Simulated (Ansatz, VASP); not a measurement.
# Two plane-wave programs on MgO

```xyz
2
Lattice="0.0000 2.0740 2.0740 2.0740 0.0000 2.0740 2.0740 2.0740 0.0000" Properties=species:S:1:pos:R:3 pbc="T T T"
Mg    0.0000    0.0000    0.0552
O     2.0740    2.0740    1.9902
```

Alike in both runs: task single point; functional PBE; k mesh 10 × 10 × 10; no spin polarisation.

|  | VASP | Ansatz |
| --- | --- | --- |
| version | VASP 6.6.1 | Ansatz 0.2.0 |
| potentials or method | VASP PAW PBE potentials, release 64 (Mg, O) | scalar-relativistic, plane waves, PAW |
| plane-wave cutoff (eV) | 600 | 420 |
| occupations | tetrahedron | tetrahedron-uncorrected |
| valence electrons in the cell | 8 | 16 |

|  | VASP | Ansatz | Ansatz less VASP |
| --- | --- | --- | --- |
| gap on the k mesh at the Fermi level (eV) | 5.18 | 5.20 | +0.017 |
| pressure (GPa) | 14.4 | 15.5 | +1.04 |
| traceless stress, the component that is largest in VASP (GPa) | 5.81 | 5.73 | -0.086 |
| rms of the force components (eV/Å) | 0.620 | 0.611 | -0.0089 |

Atom by atom the forces differ by 0.009 eV/Å (rms over components). VASP's potentials hold 8 valence electrons a cell and Ansatz's 16, so a difference there can come from the potentials and not from the codes. Ansatz's warnings: band table not solved further.
